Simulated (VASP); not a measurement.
Set up this calculation in VASP 6.6.1, as the native input.

* Task: single point
* Functional: PBE
* Potentials or basis: VASP PAW PBE potentials, release 64 (Be, Te)
* Cutoff: 520 eV
* k mesh: 8 × 8 × 4
* Occupations: gaussian, width 0.1 eV
* Spin: no spin polarisation
* Dipole correction: no
* Further INCAR settings: ALGO = Normal; EDIFF = 1e-06; NBANDS = 28

The structure of BeTe6 lies in POSCAR:

```
BeTe6
1.0
    4.4344586119      0.0000000000      0.0000000000
    0.0000000000      4.4344586119      0.0000000000
    0.0000000000      0.0000000000     11.1581457934
Be Te
1 6
Direct
    0.0000000000      0.0000000000      0.0000000000
    0.5000000000      0.0000000000      0.8904949888
    0.0000000000      0.5000000000      0.1095050112
    0.0000000000      0.0000000000      0.3702535627
    0.5000000000      0.5000000000      0.3639162352
    0.0000000000      0.0000000000      0.6297464373
    0.5000000000      0.5000000000      0.6360837648
```

These files were run (other wordings do the same):

INCAR

```
SYSTEM = BeTe6
ALGO     = Normal         ! electronic algorithm
EDIFF    = 1E-6           ! SCF threshold, eV
ENCUT    = 520            ! plane-wave cutoff, eV
GGA      = PE             ! functional
ISIF     = 2              ! what is computed and relaxed
ISMEAR   = 0              ! smearing method
LASPH    = .TRUE.         ! aspherical terms in the spheres
LCHARG   = .TRUE.         ! write CHGCAR
LELF     = .TRUE.         ! ELF
LREAL    = .FALSE.        ! projectors in reciprocal space
LVHAR    = .TRUE.       
LWAVE    = .FALSE.        ! write WAVECAR
NBANDS   = 28             ! bands
NELM     = 60             ! most SCF steps
PREC     = Accurate       ! precision mode
SIGMA    = 0.1            ! smearing width, eV
```

KPOINTS

```
k-points
0
G
  8 8 4
  0 0 0
```

Potentials or basis: VASP PAW PBE potentials, release 64 (Be, Te).

The run is started by

```bash
$ cat potpaw_PBE.64/Be/POTCAR potpaw_PBE.64/Te/POTCAR > POTCAR
$ mpirun -np 1 vasp_std > vasp.out
```

Results of the run:

* Pressure: 0.0 GPa
* Largest force: 0.010 eV/Å
* Band gap on the k mesh: zero (band 19 reaches 6.62 eV, above the bottom of band 20 at 4.51 eV)

Caveat: spin-orbit coupling is left out, which moves the levels of the heavy elements.

Run time: 2.7 min on 1 thread of AMD EPYC 9R45 96-Core Processor (Zen 5) (shared host), peak memory 0.41 GiB.
